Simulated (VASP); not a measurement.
Write the native input for VASP 6.6.1 that does the following.

```
Task                   : single point
Functional             : BLYP
Potentials or basis    : VASP PAW PBE potentials, release 64 (Sb)
Cutoff                 : 520 eV
k mesh                 : 19 × 19 × 19
Occupations            : fermi-dirac, width 0.1 eV
Spin                   : no spin polarisation
Dipole correction      : no
Further INCAR settings : ALGO = Normal; EDIFF = 1e-06; NBANDS = 8
```

The structure of Sb lies in POSCAR:

```
Sb
1.0
   -1.9562262643      1.9562262643      1.9562262643
    1.9562262643     -1.9562262643      1.9562262643
    1.9562262643      1.9562262643     -1.9562262643
Sb
1
Direct
    0.0000000000      0.0000000000      0.0000000000
```

The input as run:

INCAR

```
SYSTEM = Sb
AGGAC    = 1.0          
AGGAX    = 1.0          
ALDAC    = 0.0          
ALDAX    = 1.0          
ALGO     = Normal         ! electronic algorithm
EDIFF    = 1E-6           ! SCF threshold, eV
ENCUT    = 520            ! plane-wave cutoff, eV
GGA      = B5             ! functional
ISIF     = 2              ! what is computed and relaxed
ISMEAR   = -1             ! smearing method
LASPH    = .True.         ! aspherical terms in the spheres
LCHARG   = .False.        ! write CHGCAR
LREAL    = .False.        ! projectors in reciprocal space
LWAVE    = .False.        ! write WAVECAR
NBANDS   = 8              ! bands
NELM     = 60             ! most SCF steps
PREC     = Accurate       ! precision mode
SIGMA    = 0.1            ! smearing width, eV
```

KPOINTS

```
k-points
0
Gamma
  19 19 19
  0 0 0
```

Potentials or basis: VASP PAW PBE potentials, release 64 (Sb).

Run with:

```console
$ cat potpaw_PBE.64/Sb/POTCAR > POTCAR
$ mpirun -np 1 vasp_std > vasp.out
```

Results of the run:

| Item | Value |
| --- | --- |
| Pressure | 0.3 GPa |

Caveat: the PAW data sets were made with another functional, which shifts forces and pressure a little.

It took 39 s on 1 thread of Intel(R) Xeon(R) Platinum 8259CL CPU @ 2.50GHz (Skylake/Cascade Lake), with other jobs on the host, peak memory 0.19 GiB.
